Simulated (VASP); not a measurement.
Crystal: GaGe.

```
Ge Ga
1.0
     0.00000    2.93598    2.93598
     2.93598    0.00000    2.93598
     2.93598    2.93598    0.00000
Ge Ga
1 1
Direct
  0.00000 0.00000 0.00000
  0.25000 0.25000 0.25000
```

Base run:

| Quantity | Value |
| --- | --- |
| Program | VASP 6.6.1 |
| Functional | LDA |
| Potentials or basis | VASP PAW LDA potentials, release 64 (Ge_d, Ga_d) |
| Cutoff | 520 eV |
| k mesh | 8 × 8 × 8 |
| Occupations | fermi-dirac, width 0.05 eV |
| Spin | no spin polarisation |

Its results: pressure -5.5 GPa.

The run is repeated on the same cell with these changes: functional from LDA to PBEsol; potentials or basis from VASP PAW LDA potentials, release 64 (Ge_d, Ga_d) to VASP PAW PBE potentials, release 64 (Ge_d, Ga_d). What comes out?

Pressure -4.0 GPa.

Caveats: the PAW data sets were made with another functional, which shifts forces and pressure a little (some runs).
